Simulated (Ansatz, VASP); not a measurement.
# W in VASP and in Ansatz

```
W
1.0
    -1.58480    1.58480    1.58480
     1.58480   -1.58480    1.58480
     1.58480    1.58480   -1.58480
W
1
Direct
  0.00000 0.00000 0.00000
```

Alike in both runs: task single point; functional r2SCAN; k mesh 14 × 14 × 14; occupations methfessel-paxton of order 1, width 0.6 eV; no spin polarisation.

|  | VASP | Ansatz |
| --- | --- | --- |
| version | VASP 6.6.1 | Ansatz 0.2.0 |
| potentials or method | VASP PAW PBE potentials, release 64 (W_sv), cutoff 520 eV | plane waves (500 eV) with PAW, scalar-relativistic |
| valence electrons in the cell | 14 | 14 |

```tsv
	VASP	Ansatz	Ansatz less VASP
pressure (GPa)	1.0	-0.2	-1.23
```

VASP's potentials were made for PBE, not for r2SCAN. The functional is the same, so the differences come from potentials, cutoffs and numerics.

Spin-orbit coupling is off throughout.
